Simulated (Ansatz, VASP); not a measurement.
Two plane-wave programs on Ni

INCAR

```
ALGO = Normal ; EDIFF = 1E-7
ENCUT = 520 ; ISIF = 2
ISMEAR = 1 ; ISPIN = 2
LASPH = True ; LCHARG = False
LMAXMIX = 4 ; LORBIT = 11
LREAL = False ; LWAVE = False
MAGMOM = 0.607 ; NBANDS = 15
NELM = 150 ; PREC = Accurate
SIGMA = 0.6
```

Contents of KPOINTS:

```
k-points
0
Gamma
  16 16 16
```

File POSCAR:

```
Ni
1.0
    0.0000000000      1.7124646296      1.7124646296
    1.7124646296      0.0000000000      1.7124646296
    1.7124646296      1.7124646296      0.0000000000
Ni
1
Direct
    0.0000000000      0.0000000000      0.0000000000
```

Input for Ansatz:

```yaml
crystal:
  lattice:
    - [0.0, 1.7124646296, 1.7124646296]
    - [1.7124646296, 0.0, 1.7124646296]
    - [1.7124646296, 1.7124646296, 0.0]
  atoms:
    - { symbol: Ni, position: [0.0, 0.0, 0.0], spin: 0.607 }
hamiltonian:
  xc: lda
  pseudopotentials:
    kind: paw
    azcp:
      Ni: "pseudopotentials/Ni.paw.azcp"
basis:
  ecutwfc: 420
  fft_grid_basis: typed
kpoints:
  mp_grid: { grid: [16, 16, 16], shift: [0, 0, 0] }
magnetization:
  spin_polarized: true
scf:
  occupations: { method: cold, width: 0.6 }
  lower_state_search: "off"
output:
  stress: true
  write_density: true
  write_potential: true
  elf: true
  volumetric_format: npy
```

Alike in both runs: task single point; functional LDA; k mesh 16 × 16 × 16; collinear spin.

|  | VASP | Ansatz |
| --- | --- | --- |
| version | VASP 6.6.1 | Ansatz 0.2.0 |
| potentials or method | VASP PAW LDA potentials, release 64 (Ni), cutoff 520 eV | plane waves (420 eV) with PAW, scalar-relativistic |
| occupations | methfessel-paxton of order 1, width 0.6 eV | cold, width 0.6 eV |
| valence electrons in the cell | 10 | 18 |

```tsv
	VASP	Ansatz	Ansatz less VASP
pressure (GPa)	-0.5	-0.7	-0.15
net moment per atom (μB)	0.54	0.71	+0.175
size of the moment on the site where the two differ most (μB)	0.54	0.75	+0.205
```

The net moments are unlike, so the other rows may belong to different states. Ansatz warns that its potentials were made for another functional, while VASP's fit it. LDA's correlation is that of Perdew and Zunger in VASP and of Perdew and Wang (1992) in Ansatz. Site moments also hang on the region over which each program counts them. VASP's potentials hold 10 valence electrons a cell and Ansatz's 18, so a difference there can come from the potentials and not from the codes. Ansatz's warnings: stability check not made.
